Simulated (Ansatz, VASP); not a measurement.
**One calculation of SnTe, two programs**

The input INCAR:

```
ALGO = Normal ; EDIFF = 1E-6
ENCUT = 520 ; GGA = PE
ISIF = 2 ; ISMEAR = -1
LASPH = True ; LCHARG = False
LREAL = False ; LWAVE = False
NBANDS = 17 ; NELM = 100
PREC = Accurate ; SIGMA = 0.05
```

File KPOINTS:

```
k-points
0
Gamma
  7 7 7
```

POSCAR

```
SnTe
1.0
    3.9812821877      0.0000000000      0.0000000000
    0.0000000000      3.9812821877      0.0000000000
    0.0000000000      0.0000000000      3.9812821877
Te Sn
1 1
Direct
    0.5000000000      0.5000000000      0.5000000000
    0.0000000000      0.0000000000      0.0000000000
```

input.yaml

```yaml
crystal:
  lattice:
    - [3.9812821877, 0.0, 0.0]
    - [0.0, 3.9812821877, 0.0]
    - [0.0, 0.0, 3.9812821877]
  atoms:
    - { symbol: Te, position: [0.5, 0.5, 0.5] }
    - { symbol: Sn, position: [0.0, 0.0, 0.0] }
kpoints:
  mp_grid: { grid: [7, 7, 7] }
scf:
  occupations: { method: fermi_dirac, width: 0.05 }
hamiltonian:
  xc: pbe
  pseudopotentials: { kind: all_electron, lapw: { basis_error: 0.0005 } }
output:
  forces: true
  stress: true
  eigenvalues: true
```

Change from the starting cell: volume scaled by 1.06.

Alike in both runs: task single point; functional PBE; k mesh 7 × 7 × 7; occupations fermi-dirac, width 0.05 eV; no spin polarisation.

|  | VASP | Ansatz |
| --- | --- | --- |
| version | VASP 6.6.1 | Ansatz 0.2.0 |
| potentials or method | VASP PAW PBE potentials, release 64 (Te, Sn_d), cutoff 520 eV | all-electron LAPW, scalar-relativistic |

```tsv
	VASP	Ansatz	Ansatz less VASP
gap on the k mesh at the Fermi level (eV)	none	none	-
pressure (GPa)	-2.6	-2.6	+0.06
```

A gap of «none» marks a metal or a gap that the smearing closes. Ansatz ran all-electron here, and VASP with PAW potentials.

Neither program's run includes spin-orbit coupling.
